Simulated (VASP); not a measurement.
# Ge3PdO4 (Im-3m) in VASP: further runs, part 2 of 2

VASP 6.6.1. The steps go on from the part before.

## (3) Single point, PBE

The input, INCAR:

```
SYSTEM = Ge3PdO4
ALGO = Normal
EDIFF = 1E-6
ENCUT = 520
GGA = PE
ISIF = 2
ISMEAR = 0
LASPH = .TRUE.
LCHARG = .FALSE.
LREAL = .FALSE.
LWAVE = .FALSE.
NBANDS = 48
NELM = 60
PREC = Accurate
SIGMA = 0.1
```

The input, KPOINTS:

```
k-points
0
G
  4 4 4
  0 0 0
```

The input, POSCAR:

```
Ge3PdO4
1.0
   -2.8732681700      2.8732681700      2.8732681700
    2.8732681700     -2.8732681700      2.8732681700
    2.8732681700      2.8732681700     -2.8732681700
Ge Pd O
3 1 4
Direct
    0.0000000000      0.5000000000      0.5000000000
    0.5000000000      0.0000000000      0.5000000000
    0.5000000000      0.5000000000      0.0000000000
    0.0000000000      0.0000000000      0.0000000000
    0.5000000000      0.5000000000      0.5000000000
    0.0000000000      0.0000000000      0.5000000000
    0.0000000000      0.5000000000      0.0000000000
    0.5000000000      0.0000000000      0.0000000000
```

Potentials or basis: VASP PAW PBE potentials, release 64 (Ge_d, Pd, O).

The run is started by

```sh
$ cat potpaw_PBE.64/Ge_d/POTCAR potpaw_PBE.64/Pd/POTCAR potpaw_PBE.64/O/POTCAR > POTCAR
$ mpirun -np 1 vasp_std > vasp.out
```

OUTCAR:

```text
SYSTEM = Ge3PdO4
   EDIFF = 1E-6
   ENCUT = 520
   GGA = PE
   ISIF = 2
   ISMEAR = 0
   LASPH = .TRUE.
   LREAL = .FALSE.
   NELM = 60
   PREC = Accurate

 ion  position               nearest neighbor table
   1  0.000  0.500  0.500-   2 2.87   3 2.87   4 2.87   4 2.87   3 2.87   2 2.87
   2  0.500  0.000  0.500-   1 2.87   3 2.87   4 2.87   3 2.87   4 2.87   1 2.87
   3  0.500  0.500  0.000-   1 2.87   2 2.87   4 2.87   2 2.87   1 2.87   4 2.87
   4  0.000  0.000  0.000-   5 2.49   6 2.49   7 2.49   8 2.49   6 2.49   7 2.49   8 2.49   5 2.49
                             3 2.87   1 2.87   1 2.87   2 2.87   3 2.87   2 2.87
   5  0.500  0.500  0.500-   4 2.49   4 2.49
   6  0.000  0.000  0.500-   4 2.49   4 2.49
   7  0.000  0.500  0.000-   4 2.49   4 2.49
   8  0.500  0.000  0.000-   4 2.49   4 2.49

  LATTYP: Found a body centered cubic cell.
 ALAT       =     5.7465363400

  Lattice vectors:

 A1 = (  -2.8732681700,   2.8732681700,   2.8732681700)
 A2 = (   2.8732681700,  -2.8732681700,   2.8732681700)
 A3 = (   2.8732681700,   2.8732681700,  -2.8732681700)

Analysis of symmetry for initial positions (statically):
=====================================================================
 Subroutine PRICEL returns:
 Original cell was already a primitive cell.

 Routine SETGRP: Setting up the symmetry group for a
 body centered cubic supercell.

 Subroutine GETGRP returns: Found 48 space group operations
 (whereof 48 operations were pure point group operations)
 out of a pool of 48 trial point group operations.

The static configuration has the point symmetry O_h .

Analysis of symmetry for dynamics (positions and initial velocities):
=====================================================================
 Subroutine PRICEL returns:
 Original cell was already a primitive cell.

 Routine SETGRP: Setting up the symmetry group for a
 body centered cubic supercell.

 Subroutine GETGRP returns: Found 48 space group operations
 (whereof 48 operations were pure point group operations)
 out of a pool of 48 trial point group operations.

The dynamic configuration has the point symmetry O_h .

 Subroutine INISYM returns: Found 48 space group operations
 (whereof 48 operations are pure point group operations),
 and found     1 'primitive' translations

----------------------------------------------------------------------------------------

                                     Primitive cell

  volume of cell :      94.8830

  direct lattice vectors                    reciprocal lattice vectors
    -2.873268170  2.873268170  2.873268170     0.000000000  0.174017868  0.174017868
     2.873268170 -2.873268170  2.873268170     0.174017868  0.000000000  0.174017868
     2.873268170  2.873268170 -2.873268170     0.174017868  0.174017868  0.000000000

  length of vectors
     4.976646454  4.976646454  4.976646454     0.246098428  0.246098428  0.246098428

  position of ions in fractional coordinates (direct lattice)
     0.000000000  0.500000000  0.500000000
     0.500000000  0.000000000  0.500000000
[... 46 lines left out ...]
  0.000000  0.000000  0.000000      1.000000
  0.250000  0.000000  0.000000     12.000000
  0.500000  0.000000  0.000000      6.000000
  0.250000  0.250000  0.000000     24.000000
  0.250000  0.250000  0.250000      2.000000
 -0.250000  0.250000  0.250000      6.000000
  0.500000  0.500000  0.250000     12.000000
  0.500000  0.500000  0.500000      1.000000
   k-points           NKPTS =      8   k-points in BZ     NKDIM =      8   number of bands    NBANDS=     48
   number of dos      NEDOS =    301   number of ions     NIONS =      8
   total plane-waves  NPLWV =  64000
   dimension x,y,z NGX =    40 NGY =   40 NGZ =   40
   dimension x,y,z NGXF=    80 NGYF=   80 NGZF=   80
   ions per type =               3   1   4
   NGX,Y,Z   is equivalent  to a cutoff of  13.36, 13.36, 13.36 a.u.
   NGXF,Y,Z  is equivalent  to a cutoff of  26.72, 26.72, 26.72 a.u.
 SYSTEM =  Ge3PdO4
   PREC   = accura    normal or accurate (medium, high low for compatibility)
   ISTART =      0    job   : 0-new  1-cont  2-samecut
   ICHARG =      2    charge: 1-file 2-atom 10-const
   ISPIN  =      1    spin polarized calculation?
   LNONCOLLINEAR =      F non collinear calculations
   LSORBIT =      F    spin-orbit coupling
   LASPH  =      T    aspherical Exc in radial PAW
   ENCUT  =  520.0 eV  38.22 Ry    6.18 a.u.   9.25  9.25  9.25*2*pi/ulx,y,z
   NELM   =     60;   NELMIN=  2; NELMDL= -5     # of ELM steps
   EDIFF  = 0.1E-05   stopping-criterion for ELM
   LREAL  =      F    real-space projection
   EDIFFG = 0.1E-04   stopping-criterion for IOM
   NSW    =      0    number of steps for IOM
   IBRION =     -1    ionic relax: 0-MD 1-quasi-New 2-CG
   NFREE  =      0    steps in history (QN), initial steepest desc. (CG)
   ISIF   =      2    stress and relaxation
   ISYM   =      2    0-nonsym 1-usesym 2-fastsym
   POTIM  = 0.5000    time-step for ionic-motion
   TEBEG  =    0.0;   TEEND  =   0.0 temperature during run
   PSTRESS=    0.0 pullay stress
   NELECT =      76.0000    total number of electrons
   NUPDOWN=      -1.0000    fix difference up-down
   EMIN   =  10.00;   EMAX   =-10.00  energy-range for DOS
   EFERMI =   0.00;   METHOD = LEGACY
   ISMEAR =     0;   SIGMA  =   0.10  broadening in eV -4-tet -1-fermi 0-gaus
   EFERMI_NEDOS =   21; number of points for ismear=-14 and -15
   IALGO  =     38    algorithm
   IMIX   =      4    mixing-type and parameters
     AMIX     =   0.40;   BMIX     =  1.00
     AMIX_MAG =   1.60;   BMIX_MAG =  1.00
  volume/ion in A,a.u.               =      11.86        80.04
  Fermi-wavevector in a.u.,A,eV,Ry     =   1.520372  2.873087 31.450290  2.311531
  Thomas-Fermi vector in A             =   2.629232
   LORBIT       =      0    0 simple, 1 ext, 2 COOP (PROOUT), +10 PAW based schemes
   GGA     = PE    functional components
   LHFCALC =     F    Hartree Fock is set to
   AEXX    =    0.0000 exact exchange contribution
   IVDW    =     0    specifies the selected vdW correction
   LEPSILON=     F    determine dielectric tensor
   LRPA    =     F    only Hartree local field effects (RPA)
 non-spin polarized calculation
 Gauss-broadening in eV      SIGMA  =   0.10
  energy-cutoff  :      520.00
  volume of cell :       94.88
 maximum number of plane-waves:      2587
 NGX is ok and might be reduce to    40
   NGX = 19   NGY = 19   NGZ = 19

 number of electron      76.0000007 magnetization

 Free energy of the ion-electron system (eV)
  ---------------------------------------------------
  ext. energy  EPLUGINS =         0.00000000
  ---------------------------------------------------
  free energy    TOTEN  =       -40.06529205 eV

  energy without entropy =      -40.05147810  energy(sigma->0) =      -40.05838507

 E-fermi :   6.4158     XC(G=0): -12.1290

 val. band max:        6.3289553418   @ k =   0.2500   0.0000   0.0000
 cond. band min:       6.4967070587   @ k =  -0.2500   0.2500   0.2500
 fundamental gap:      0.1677517170
 Fermi energy:         6.4157663974

 k-point     1 :       0.0000    0.0000    0.0000
  band No.  band energies     occupation
      1     -18.0488      2.00000
      2     -18.0488      2.00000
      3     -18.0078      2.00000
      4     -18.0078      2.00000
      5     -18.0078      2.00000
      6     -17.9878      2.00000
[... 397 lines left out ...]
     47      14.0477      0.00000
     48      14.0478      0.00000

------------------------ aborting loop because EDIFF is reached ----------------------------------------

  FORCE on cell =-STRESS in cart. coord.  units (eV):
  Direction    XX          YY          ZZ          XY          YZ          ZX
  --------------------------------------------------------------------------------------
  -------------------------------------------------------------------------------------
  Total        0.1908416      0.1908416      0.1908416     -0.0000000      0.0000000     -0.0000000
  in kB        3.2225162      3.2225162      3.2225162     -0.0000000      0.0000000     -0.0000000
  external PRESSURE =       3.2225162 kB  Pullay stress =       0.0000000 kB

 VOLUME and BASIS-vectors are now :
 -----------------------------------------------------------------------------
  energy-cutoff  :      520.00
  volume of cell :       94.88
      direct lattice vectors                 reciprocal lattice vectors
    -2.873268170  2.873268170  2.873268170     0.000000000  0.174017868  0.174017868
     2.873268170 -2.873268170  2.873268170     0.174017868  0.000000000  0.174017868
     2.873268170  2.873268170 -2.873268170     0.174017868  0.174017868  0.000000000

 POSITION                                       TOTAL-FORCE (eV/Angst)
 -----------------------------------------------------------------------------------
      2.87327      0.00000      0.00000         0.000000     -0.000000      0.000000
      0.00000      2.87327      0.00000         0.000000      0.000000      0.000000
      0.00000      0.00000      2.87327        -0.000000      0.000000      0.000000
      0.00000      0.00000      0.00000         0.000000     -0.000000     -0.000000
      1.43663      1.43663      1.43663         0.000000     -0.000000     -0.000000
      1.43663      1.43663     -1.43663         0.000000     -0.000000      0.000000
      1.43663     -1.43663      1.43663         0.000000      0.000000     -0.000000
     -1.43663      1.43663      1.43663         0.000000     -0.000000     -0.000000
 -----------------------------------------------------------------------------------
    total drift:                               -0.000000     -0.000000      0.000000

  FREE ENERGIE OF THE ION-ELECTRON SYSTEM (eV)
  ---------------------------------------------------
  free  energy   TOTEN  =       -40.0652920459 eV

  energy  without entropy=      -40.0514780975  energy(sigma->0) =      -40.05838507
```

Wall time 52 s (1 thread of AMD EPYC 7R13, shared host); peak memory 0.22 GiB.

What came out:

```yaml
Free_energy: -40.0653 eV
Pressure: 0.3 GPa
Band_gap_on_the_k_mesh: zero (bands 38 and 39 overlap by 1.86 eV)
```

Caveat: the k points lie up to 0.39 Å⁻¹ apart, too coarse for converged energies and pressures of a metal.

## (4) Single point, PBE

This run uses another cell than the first one, of 16.31 Å³/atom.

The input, INCAR:

```
SYSTEM = Ge3PdO4
PREC = Accurate ; ENCUT = 520
EDIFF = 1E-7 ; ISMEAR = 0
SIGMA = 0.1 ; LREAL = .False.
LASPH = .True. ; NELM = 80
ALGO = Normal ; ISIF = 2
LWAVE = .False. ; LCHARG = .True.
GGA = PE ; LELF = .True.
LVHAR = .True. ; NBANDS = 48
```

The input, KPOINTS:

```
regular mesh
0
Gamma
  4 4 4
  0 0 0
```

Edit POSCAR of step 3 so:

```diff
@@ -2,5 +2,5 @@
 1.0
-   -2.8732681700      2.8732681700      2.8732681700
-    2.8732681700     -2.8732681700      2.8732681700
-    2.8732681700      2.8732681700     -2.8732681700
+   -3.1954600900      3.1954600900      3.1954600900
+    3.1954600900     -3.1954600900      3.1954600900
+    3.1954600900      3.1954600900     -3.1954600900
 Ge Pd O
```

The run is started by

```sh
$ cat potpaw_PBE.64/Ge_d/POTCAR potpaw_PBE.64/Pd/POTCAR potpaw_PBE.64/O/POTCAR > POTCAR
$ mpirun -np 1 vasp_std > vasp.out
```

Wall time 68 s (1 thread of AMD EPYC 7R13, shared host); peak memory 0.24 GiB.

It converged, with:

```
Free energy            : -37.1056 eV
Pressure               : -20.1 GPa
Band gap on the k mesh : zero (bands 38 and 39 overlap by 0.68 eV)
```

Levels at points of the mesh, in eV from the Fermi level:
```csv
k point,band 34,band 35,band 36,band 37,band 38,band 39,band 40,band 41,band 42,band 43
"(0.00, 0.00, 0.00)",-1.14,-1.13,-1.13,-0.52,-0.45,-0.45,2.77,3.46,3.46,3.46
"(0.50, 0.00, 0.00)",-0.91,-0.85,-0.73,-0.60,-0.22,0.44,2.37,2.38,2.39,2.90
"(0.50, 0.50, 0.50)",-0.66,0.00,0.00,0.00,0.23,0.23,0.46,0.46,0.46,1.94
```

Caveat: the cell stands under tension.

## (5) Single point, PBE, collinear spin

The input, INCAR:

```
ALGO = Normal
EDIFF = 1E-6
ENCUT = 520
GGA = PE
ISIF = 2
ISMEAR = 0
ISPIN = 2
LASPH = True
LCHARG = True
LELF = True
LMAXMIX = 4
LORBIT = 11
LREAL = False
LVHAR = True
LWAVE = False
MAGMOM = 0 0 0 1 0 0 0 0
NBANDS = 52
NELM = 150
PREC = Accurate
SIGMA = 0.1
```

The input, KPOINTS:

```
k-points
0
Gamma
  4 4 4
```

Edit POSCAR of step 4 so:

```diff
@@ -2,5 +2,5 @@
 1.0
-   -3.1954600900      3.1954600900      3.1954600900
-    3.1954600900     -3.1954600900      3.1954600900
-    3.1954600900      3.1954600900     -3.1954600900
+   -2.8732681700      2.8732681700      2.8732681700
+    2.8732681700     -2.8732681700      2.8732681700
+    2.8732681700      2.8732681700     -2.8732681700
 Ge Pd O
```

The run is started by

```sh
$ cat potpaw_PBE.64/Ge_d/POTCAR potpaw_PBE.64/Pd/POTCAR potpaw_PBE.64/O/POTCAR > POTCAR
$ mpirun -np 1 vasp_std > vasp.out
```

Wall time 1.7 min (1 thread of AMD EPYC 7R13, shared host); peak memory 0.28 GiB.

It converged, with:

```
Free energy                                           : -40.0653 eV
Pressure                                              : 0.3 GPa
Band gap on the k mesh                                : zero (filled and empty bands overlap)
Net moment                                            : 0.00 μB per cell
Valence electrons inside the program's atomic spheres : Ge 12.02; Pd 9.06; O 4.85
```

Levels at points of the mesh, in eV from the Fermi level:
Spin up:
```csv
k point,band 35,band 36,band 37,band 38,band 39,band 40,band 41,band 42
"(0.00, 0.00, 0.00)",-1.49,-1.49,-1.25,-1.20,-1.20,3.19,4.54,4.54
"(0.50, 0.00, 0.00)",-1.35,-1.25,-0.54,-0.18,0.64,2.84,2.97,3.44
"(0.50, 0.50, 0.50)",-0.11,-0.11,-0.11,0.66,0.66,0.66,0.93,0.93
```
Spin down:
```csv
k point,band 35,band 36,band 37,band 38,band 39,band 40,band 41,band 42
"(0.00, 0.00, 0.00)",-1.49,-1.49,-1.24,-1.20,-1.20,3.19,4.54,4.54
"(0.50, 0.00, 0.00)",-1.35,-1.25,-0.54,-0.18,0.64,2.84,2.97,3.44
"(0.50, 0.50, 0.50)",-0.11,-0.11,-0.11,0.66,0.66,0.66,0.93,0.93
```

Caveat: the k points lie up to 0.39 Å⁻¹ apart, too coarse for converged energies and pressures of a metal.

## (6) The runs side by side

| task | spin | cell | k mesh | cutoff (eV) | gap on the mesh (eV) | pressure (GPa) |
| --- | --- | --- | --- | --- | --- | --- |
| relaxation of cell and atoms | off | relaxed from a = 4.977 Å, angles 109.5°, 8 atoms | 10 × 10 × 10 | 600 | none | 0.0 |
| single point | off | a = 4.977 Å, angles 109.5°, 8 atoms | 4 × 4 × 4 | 520 | none | 0.3 |
| single point | off | a = 5.535 Å, angles 109.5°, 8 atoms | 4 × 4 × 4 | 520 | none | -20.1 |
| single point | collinear | a = 4.977 Å, angles 109.5°, 8 atoms | 4 × 4 × 4 | 520 | none | 0.3 |

Alike in all rows: level PBE; potentials or basis VASP PAW PBE potentials, release 64 (Ge_d, Pd, O); smearing gaussian 0.1 eV.

Caveats: some runs use coarse meshes; the cell stands under tension (at least some runs).

Absolute energies hang on the potentials; compare differences alone.
